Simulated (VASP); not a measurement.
Here is a VASP 6.6.1 calculation.

File INCAR:

```
ALGO     = Normal         # electronic algorithm
EDIFF    = 1E-7           # SCF threshold, eV
EDIFFG   = -0.005         # ionic threshold
ENCUT    = 600            # plane-wave cutoff, eV
GGA      = CA             # functional
IBRION   = 2              # ionic algorithm
ISIF     = 3              # what is computed and relaxed
ISMEAR   = -1             # smearing method
LASPH    = T              # aspherical terms in the spheres
LCHARG   = F              # write CHGCAR
LREAL    = F              # projectors in reciprocal space
LWAVE    = F              # write WAVECAR
NELM     = 100            # most SCF steps
NSW      = 80             # ionic steps
PREC     = Accurate       # precision mode
PSTRESS  = 200.0        
SIGMA    = 0.05           # smearing width, eV
```

Contents of KPOINTS:

```
k-points
0
Gamma
  8 8 8
```

The input POSCAR:

```
InP
1.0
    0.0000000000      2.9305000000      2.9305000000
    2.9305000000      0.0000000000      2.9305000000
    2.9305000000      2.9305000000      0.0000000000
In P
1 1
Direct
    0.0000000000      0.0000000000      0.0000000000
    0.7500000000      0.7500000000      0.7500000000
```

Potentials or basis: VASP PAW LDA potentials, release 64 (In_d, P).

Command:

```bash
$ cat potpaw_LDA.64/In_d/POTCAR potpaw_LDA.64/P/POTCAR > POTCAR
$ mpirun -np 1 vasp_std > vasp.out
```

(1) Predict the relaxed volume.

(2) Predict the space group after relaxing (to 0.1 Å).

Answers

(1) 20.57 Å³/atom.

(2) F-43m (No. 216).

Caveat: the cell is relaxed towards a set pressure, so the run minimises the enthalpy, not the energy; the volume moved by over 15 % at a fixed basis, so the end points are rough.
